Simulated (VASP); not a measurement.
# As (Pm-3m) in VASP: notebook, part 3 of 3

VASP 6.6.1.

## (4) Single point, PBEsol+D4

This run uses another cell than the first one, of 18.95 Å³/atom, 1.148 times its volume.

File INCAR:

```
PREC = Accurate
ENCUT = 520
EDIFF = 1E-7
ISMEAR = -1
SIGMA = 0.05
LREAL = False
LASPH = True
NELM = 60
ALGO = Normal
ISIF = 2
LWAVE = False
LCHARG = True
GGA = PS
IVDW = 13
LELF = True
LVHAR = True
NBANDS = 8
```

File KPOINTS:

```
Automatic mesh
0
Gamma
  10 10 10
```

File POSCAR:

```
As
1.0
    2.6661685102      0.0000000000      0.0000000000
    0.0000000000      2.6661685102      0.0000000000
    0.0000000000      0.0000000000      2.6661685102
As
1
Direct
    0.5000000000      0.5000000000      0.5000000000
```

Potentials or basis: VASP PAW PBE potentials, release 64 (As).

The run is started by

```bash
> cat potpaw_PBE.64/As/POTCAR > POTCAR
> mpirun -np 1 vasp_std > vasp.out
```

OUTCAR:

```text
PREC = Accurate
   ENCUT = 520
   EDIFF = 1E-7
   ISMEAR = -1
   LREAL = False
   LASPH = True
   NELM = 60
   ISIF = 2
   GGA = PS
   IVDW = 13

 ion  position               nearest neighbor table
   1  0.500  0.500  0.500-

  LATTYP: Found a simple cubic cell.
 ALAT       =     2.6661685102

  Lattice vectors:

 A1 = (   2.6661685102,   0.0000000000,   0.0000000000)
 A2 = (   0.0000000000,   2.6661685102,   0.0000000000)
 A3 = (   0.0000000000,   0.0000000000,   2.6661685102)

Analysis of symmetry for initial positions (statically):
=====================================================================
 Subroutine PRICEL returns:
 Original cell was already a primitive cell.

 Routine SETGRP: Setting up the symmetry group for a
 simple cubic supercell.

 Subroutine GETGRP returns: Found 48 space group operations
[... 9 lines left out ...]

 Routine SETGRP: Setting up the symmetry group for a
 simple cubic supercell.

 Subroutine GETGRP returns: Found 48 space group operations
[... 11 lines left out ...]
                                     Primitive cell

  volume of cell :      18.9523

  direct lattice vectors                    reciprocal lattice vectors
     2.666168510  0.000000000  0.000000000     0.375070066  0.000000000  0.000000000
     0.000000000  2.666168510  0.000000000     0.000000000  0.375070066  0.000000000
     0.000000000  0.000000000  2.666168510     0.000000000  0.000000000  0.375070066

  length of vectors
     2.666168510  2.666168510  2.666168510     0.375070066  0.375070066  0.375070066

  position of ions in fractional coordinates (direct lattice)
     0.500000000  0.500000000  0.500000000

  ion indices of the primitive-cell ions
   primitive index   ion index
                 1           1

----------------------------------------------------------------------------------------

 KPOINTS: Automatic mesh

Automatic generation of k-mesh.
 Grid dimensions read from file:
 generate k-points for:   10   10   10

 Generating k-lattice:

  Cartesian coordinates                     Fractional coordinates (reciprocal lattice)
     0.037507007  0.000000000  0.000000000     0.100000000  0.000000000  0.000000000
     0.000000000  0.037507007  0.000000000     0.000000000  0.100000000  0.000000000
     0.000000000  0.000000000  0.037507007     0.000000000  0.000000000  0.100000000

  Length of vectors
     0.037507007  0.037507007  0.037507007

  Shift w.r.t. Gamma in fractional coordinates (k-lattice)
     0.000000000  0.000000000  0.000000000

 Subroutine IBZKPT returns following result:
 ===========================================

 Found     56 irreducible k-points:

 Following reciprocal coordinates:
            Coordinates               Weight
  0.000000  0.000000  0.000000      1.000000
  0.100000  0.000000  0.000000      6.000000
  0.200000  0.000000  0.000000      6.000000
  0.300000  0.000000  0.000000      6.000000
  0.400000  0.000000  0.000000      6.000000
  0.500000  0.000000  0.000000      3.000000
[... 16 lines left out ...]
  0.200000  0.100000  0.100000     24.000000
  0.300000  0.100000  0.100000     24.000000
 [... further k-points ...]
   k-points           NKPTS =     56   k-points in BZ     NKDIM =     56   number of bands    NBANDS=      8
   number of dos      NEDOS =    301   number of ions     NIONS =      1
   total plane-waves  NPLWV =   8000
   dimension x,y,z NGX =    20 NGY =   20 NGZ =   20
   dimension x,y,z NGXF=    40 NGYF=   40 NGZF=   40
   ions per type =               1
   NGX,Y,Z   is equivalent  to a cutoff of  12.47, 12.47, 12.47 a.u.
   NGXF,Y,Z  is equivalent  to a cutoff of  24.94, 24.94, 24.94 a.u.
 SYSTEM =  unknown system
   PREC   = accura    normal or accurate (medium, high low for compatibility)
   ISTART =      0    job   : 0-new  1-cont  2-samecut
   ICHARG =      2    charge: 1-file 2-atom 10-const
   ISPIN  =      1    spin polarized calculation?
   LNONCOLLINEAR =      F non collinear calculations
   LSORBIT =      F    spin-orbit coupling
   LASPH  =      T    aspherical Exc in radial PAW
   ENCUT  =  520.0 eV  38.22 Ry    6.18 a.u.   4.96  4.96  4.96*2*pi/ulx,y,z
   NELM   =     60;   NELMIN=  2; NELMDL= -5     # of ELM steps
   EDIFF  = 0.1E-06   stopping-criterion for ELM
   LREAL  =      F    real-space projection
   EDIFFG = 0.1E-05   stopping-criterion for IOM
   NSW    =      0    number of steps for IOM
   IBRION =     -1    ionic relax: 0-MD 1-quasi-New 2-CG
   NFREE  =      0    steps in history (QN), initial steepest desc. (CG)
   ISIF   =      2    stress and relaxation
   ISYM   =      2    0-nonsym 1-usesym 2-fastsym
   POTIM  = 0.5000    time-step for ionic-motion
   TEBEG  =    0.0;   TEEND  =   0.0 temperature during run
   PSTRESS=    0.0 pullay stress
   NELECT =       5.0000    total number of electrons
   NUPDOWN=      -1.0000    fix difference up-down
   EMIN   =  10.00;   EMAX   =-10.00  energy-range for DOS
[... 5 lines left out ...]
     AMIX     =   0.40;   BMIX     =  1.00
     AMIX_MAG =   1.60;   BMIX_MAG =  1.00
  volume/ion in A,a.u.               =      18.95       127.90
  Fermi-wavevector in a.u.,A,eV,Ry     =   1.049971  1.984157 14.999590  1.102439
  Thomas-Fermi vector in A             =   2.184955
   LORBIT       =      0    0 simple, 1 ext, 2 COOP (PROOUT), +10 PAW based schemes
   GGA     = PS    functional components
   LHFCALC =     F    Hartree Fock is set to
   AEXX    =    0.0000 exact exchange contribution
   IVDW    =    13    specifies the selected vdW correction
   LEPSILON=     F    determine dielectric tensor
   LRPA    =     F    only Hartree local field effects (RPA)
 non-spin polarized calculation
  energy-cutoff  :      520.00
  volume of cell :       18.95
 maximum number of plane-waves:       536
 NGX is ok and might be reduce to    20
   NGX =  9   NGY =  9   NGZ =  9

 number of electron       5.0000001 magnetization

 Free energy of the ion-electron system (eV)
  ---------------------------------------------------
  ext. energy  EPLUGINS =         0.00000000
  ---------------------------------------------------
  free energy    TOTEN  =        -5.04396251 eV

  energy without entropy =       -5.04135405  energy(sigma->0) =       -5.04265828

 E-fermi :   6.2606     XC(G=0): -10.7349

 val. band max:        6.1567134735   @ k =   0.5000   0.3000   0.3000
 cond. band min:       6.2823990096   @ k =   0.2000   0.2000   0.0000
 fundamental gap:      0.1256855361
 Fermi energy:         6.2606215016

 k-point     1 :       0.0000    0.0000    0.0000
  band No.  band energies     occupation
      1      -9.0799      2.00000
      2      10.6116      0.00000
      3      10.6116      0.00000
      4      10.6116      0.00000
      5      14.8437      0.00000
      6      14.8437      0.00000
      7      17.0750      0.00000
      8      31.7926      0.00000

 k-point     2 :       0.1000    0.0000    0.0000
  band No.  band energies     occupation
      1      -8.8878      2.00000
      2       8.4475      0.00000
      3      10.7827      0.00000
      4      10.7827      0.00000
      5      15.0141      0.00000
      6      16.1577      0.00000
      7      18.4191      0.00000
      8      29.3630      0.00000

 k-point     3 :       0.2000    0.0000    0.0000
  band No.  band energies     occupation
      1      -8.3210      2.00000
      2       5.2531      2.00000
      3      11.2725      0.00000
      4      11.2725      0.00000
      5      15.5136      0.00000
      6      17.0212      0.00000
      7      22.0933      0.00000
      8      26.3618      0.00000
[... 210 lines left out ...]
 k-point    23 :       0.2000    0.1000    0.1000
  band No.  band energies     occupation
      1      -7.9370      2.00000
      2       5.5995      2.00000
      3       9.1119      0.00000
      4       9.6001      0.00000
      5      18.3649      0.00000
      6      19.1013      0.00000
      7      21.8590      0.00000
      8      23.8305      0.00000

 k-point    24 :       0.3000    0.1000    0.1000
  band No.  band energies     occupation
      1      -7.0377      2.00000
      2       2.6975      2.00000
      3       9.8556      0.00000
      4      10.4045      0.00000
      5      19.0408      0.00000
      6      19.0810      0.00000
      7      21.1937      0.00000
      8      22.1441      0.00000

 [... further k-points ...]

------------------------ aborting loop because EDIFF is reached ----------------------------------------

  DFT-D4 for vdW energy calculation

  Edisp (eV):   -0.28911

  FORCE on cell =-STRESS in cart. coord.  units (eV):
  Direction    XX          YY          ZZ          XY          YZ          ZX
  --------------------------------------------------------------------------------------
  -------------------------------------------------------------------------------------
  Total       0.04686     0.04686     0.04686    -0.00000    -0.00000     0.00000
  in kB       3.96171     3.96171     3.96171    -0.00000    -0.00000     0.00000
  external pressure =        3.96 kB  Pullay stress =        0.00 kB

 VOLUME and BASIS-vectors are now :
 -----------------------------------------------------------------------------
  energy-cutoff  :      520.00
  volume of cell :       18.95
      direct lattice vectors                 reciprocal lattice vectors
     2.666168510  0.000000000  0.000000000     0.375070066  0.000000000  0.000000000
     0.000000000  2.666168510  0.000000000     0.000000000  0.375070066  0.000000000
     0.000000000  0.000000000  2.666168510     0.000000000  0.000000000  0.375070066

 POSITION                                       TOTAL-FORCE (eV/Angst)
 -----------------------------------------------------------------------------------
      1.33308      1.33308      1.33308         0.000000      0.000000      0.000000
 -----------------------------------------------------------------------------------
    total drift:                                0.000000     -0.000000      0.000000

  FREE ENERGIE OF THE ION-ELECTRON SYSTEM (eV)
  ---------------------------------------------------
  free  energy   TOTEN  =        -5.3330683952 eV

  energy  without entropy=       -5.3304599363  energy(sigma->0) =       -5.33176417
```

OSZICAR:

```text
N       E                     dE             d eps       ncg     rms          rms(c)
DAV:   1     0.790758306577E+01    0.79076E+01   -0.21664E+03   920   0.469E+02
DAV:   2    -0.488828315356E+01   -0.12796E+02   -0.12162E+02  1152   0.601E+01
DAV:   3    -0.504851992723E+01   -0.16024E+00   -0.15911E+00  1040   0.903E+00
DAV:   4    -0.504868024514E+01   -0.16032E-03   -0.16032E-03  1352   0.328E-01
DAV:   5    -0.504868034290E+01   -0.97765E-07   -0.97811E-07  1064   0.492E-03    0.229E+00
DAV:   6    -0.504567909536E+01    0.30012E-02   -0.26907E-04  1144   0.142E-01    0.136E+00
DAV:   7    -0.504394245939E+01    0.17366E-02   -0.75573E-04   952   0.234E-01    0.670E-02
DAV:   8    -0.504396181039E+01   -0.19351E-04   -0.14039E-05  1200   0.282E-02    0.653E-03
DAV:   9    -0.504396236783E+01   -0.55744E-06   -0.54206E-07  1064   0.551E-03    0.136E-03
DAV:  10    -0.504396250430E+01   -0.13647E-06   -0.86734E-08  1120   0.190E-03    0.123E-04
DAV:  11    -0.504396250865E+01   -0.43424E-08   -0.56719E-10   528   0.187E-04
   1 F= -.53330684E+01 E0= -.53317642E+01  d E =-.260846E-02
```

stdout:

```text
POSCAR found type information on POSCAR As
 POSCAR found :  1 types and       1 ions
 scaLAPACK will be used
 -----------------------------------------------------------------------------
|                                                                             |
|                                                                             |
|     You enforced a specific xc type in the INCAR file but a different       |
|     I HOPE YOU KNOW WHAT YOU ARE DOING!                                     |
|                                                                             |
 -----------------------------------------------------------------------------

 LDA part: xc-table for (Slater+PW92), standard interpolation
 POSCAR, INCAR and KPOINTS ok, starting setup
 FFT: planning ... GRIDC
 FFT: planning ... GRID_SOFT
 FFT: planning ... GRID
 WAVECAR not read
 entering main loop
```

Run time: 5.7 s. Hardware: 1 thread of Intel Xeon Platinum 8488C (Sapphire Rapids), shared host; peak memory 0.12 GiB.

Results:

```
Free energy                : -5.3331 eV
Pressure                   : 0.4 GPa
Dispersion energy per atom : -0.289 eV
```

Caveat: the PAW data sets were made with another functional, which shifts forces and pressure a little; pairwise dispersion overbinds metals, which lowers pressure and volume.

## (5) Single point, PBE

This run uses another cell than the first one, of 19.76 Å³/atom, 1.197 times its volume.

File INCAR:

```
SYSTEM = As
PREC     = Accurate       ! precision mode
ENCUT    = 520            ! plane-wave cutoff, eV
EDIFF    = 1E-6           ! SCF threshold, eV
ISMEAR   = 0              ! smearing method
SIGMA    = 0.013000000000000001 ! smearing width, eV
LREAL    = .FALSE.        ! projectors in reciprocal space
LASPH    = .TRUE.         ! aspherical terms in the spheres
NELM     = 100            ! most SCF steps
ALGO     = Normal         ! electronic algorithm
ISIF     = 2              ! what is computed and relaxed
LWAVE    = .FALSE.        ! write WAVECAR
LCHARG   = .FALSE.        ! write CHGCAR
GGA      = PE             ! functional
NBANDS   = 8              ! bands
```

File KPOINTS:

```
regular mesh
0
G
  10 10 10
  0 0 0
```

File POSCAR:

```
As
1.0
    2.7036817444      0.0000000000      0.0000000000
    0.0000000000      2.7036817444      0.0000000000
    0.0000000000      0.0000000000      2.7036817444
As
1
Direct
    0.5000000000      0.5000000000      0.5000000000
```

The run is started by

```bash
> cat potpaw_PBE.64/As/POTCAR > POTCAR
> mpirun -np 1 vasp_std > vasp.out
```

Run time: 5.1 s. Hardware: 1 thread of Intel Xeon Platinum 8488C (Sapphire Rapids), shared host; peak memory 0.12 GiB.

The run converged. Its results:

```yaml
Free_energy: -4.5675 eV
Pressure: 2.5 GPa
```

Levels at points of the mesh, in eV from the Fermi level:
```csv
k point,band 1,band 2,band 3,band 4,band 5,band 6
"(0.00, 0.00, 0.00)",-14.96,4.17,4.17,4.17,8.51,8.51
"(0.50, 0.00, 0.00)",-11.82,-6.92,6.47,6.47,11.19,14.15
"(0.50, 0.50, 0.00)",-8.53,-4.25,-4.25,2.53,8.64,16.48
"(0.50, 0.50, 0.50)",-4.90,-1.81,-1.81,-1.81,5.96,5.96
```

## (6) Single point, PBE

This run uses another cell than the first one, of 19.76 Å³/atom, 1.197 times its volume.

File INCAR:

```
ALGO     = Normal         # electronic algorithm
EDIFF    = 1E-7           # SCF threshold, eV
ENCUT    = 520            # plane-wave cutoff, eV
GGA      = PE             # functional
ISIF     = 2              # what is computed and relaxed
ISMEAR   = 0              # smearing method
LASPH    = T              # aspherical terms in the spheres
LCHARG   = T              # write CHGCAR
LELF     = T              # ELF
LREAL    = F              # projectors in reciprocal space
LVHAR    = T            
LWAVE    = F              # write WAVECAR
NBANDS   = 8              # bands
NELM     = 80             # most SCF steps
PREC     = Accurate       # precision mode
SIGMA    = 0.014          # smearing width, eV
```

File KPOINTS:

```
k-points
0
Gamma
  10 10 10
```

POSCAR is that of step 5.

Potentials or basis: VASP PAW PBE potentials, release 64 (As).

The run is started by

```bash
> cat potpaw_PBE.64/As/POTCAR > POTCAR
> mpirun -np 1 vasp_std > vasp.out
```

Run time: 5.3 s. Hardware: 1 thread of Intel Xeon Platinum 8488C (Sapphire Rapids), shared host; peak memory 0.12 GiB.

Results (log left out):

| Item | Value |
| --- | --- |
| Free energy | -4.5675 eV |
| Pressure | 2.5 GPa |

Levels at points of the mesh, in eV from the Fermi level:
```
           k point  band 1  band 2  band 3  band 4  band 5  band 6  band 7
(0.00, 0.00, 0.00)  -14.96    4.17    4.17    4.17    8.51    8.51   10.58
(0.50, 0.00, 0.00)  -11.82   -6.92    6.47    6.47   11.19   14.15   14.76
(0.50, 0.50, 0.00)   -8.53   -4.25   -4.25    2.53    8.64   16.48   17.47
(0.50, 0.50, 0.50)   -4.90   -1.81   -1.81   -1.81    5.96    5.96    5.96
```

## (7) Overview

| level | cell | smearing | gap on the mesh (eV) | pressure (GPa) |
| --- | --- | --- | --- | --- |
| RPBE+D3(BJ) | a = 2.546 Å, 1 atom | fermi-dirac 0.05 eV | none | 0.5 |
| PBEsol+D3(BJ) | a = 2.654 Å, 1 atom | fermi-dirac 0.05 eV | none | 0.4 |
| PBEsol+D4 | a = 2.666 Å, 1 atom | fermi-dirac 0.05 eV | none | 0.4 |
| PBE | a = 2.704 Å, 1 atom | gaussian 0.013 eV | none | 2.5 |
| PBE | a = 2.704 Å, 1 atom | gaussian 0.014 eV | none | 2.5 |

Alike in all rows: task single point; potentials or basis VASP PAW PBE potentials, release 64 (As); no spin polarisation; k mesh 10 × 10 × 10; cutoff (eV) 520.

Caveats: the PAW data sets were made with another functional, which shifts forces and pressure a little (some runs); pairwise dispersion overbinds metals, which lowers pressure and volume (some runs).

Total energies depend on the potentials used, so only differences within one code and one set of settings carry meaning.
